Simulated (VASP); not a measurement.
## RuAu: single point with PBEsol

The system is RuAu.

```
Ru Au
1.0
     3.05066    0.00000    0.00000
     0.00000    3.05066    0.00000
     0.00000    0.00000    3.05066
Ru Au
1 1
Direct
  0.00000 0.00000 0.00000
  0.50000 0.50000 0.50000
```

| Property | Result |
| --- | --- |
| Program | VASP 6.6.1 |
| Task | single point |
| Functional | PBEsol |
| Potentials or basis | VASP PAW PBE potentials, release 64 (Ru_pv, Au) |
| Cutoff | 500 eV |
| k mesh | 8 × 8 × 8 |
| Occupations | fermi-dirac, width 0.05 eV |
| Spin | no spin polarisation |
| Dipole correction | no |
| Further INCAR settings | ALGO = Normal; EDIFF = 1e-06; NBANDS = 20 |

```yaml
Pressure: 19.7 GPa
```

Levels at points of the mesh, in eV from the Fermi level:
| k point | band 8 | band 9 | band 10 | band 11 | band 12 | band 13 | band 14 | band 15 | band 16 | band 17 |
| --- | --- | --- | --- | --- | --- | --- | --- | --- | --- | --- |
| (0.00, 0.00, 0.00) | -4.85 | -4.85 | -1.30 | -1.30 | 0.68 | 0.68 | 0.68 | 7.92 | 7.92 | 7.92 |
| (0.50, 0.00, 0.00) | -4.93 | -4.01 | -3.51 | -2.09 | -2.09 | -1.77 | -0.66 | 1.60 | 10.97 | 14.99 |
| (0.50, 0.50, 0.00) | -2.95 | -2.51 | -0.89 | -0.06 | -0.06 | 0.52 | 1.05 | 1.05 | 6.55 | 9.00 |
| (0.50, 0.50, 0.50) | -4.22 | -4.22 | -2.88 | -2.88 | 0.61 | 0.61 | 3.80 | 9.37 | 9.59 | 9.59 |

Wall time 8.2 s on 1 thread of Intel(R) Xeon(R) Platinum 8559C (Emerald Rapids) (shared host), peak memory 0.14 GiB.

Caveat: the PAW data sets were made with another functional, which shifts forces and pressure a little; spin-orbit coupling is left out, which moves the levels of the heavy elements.
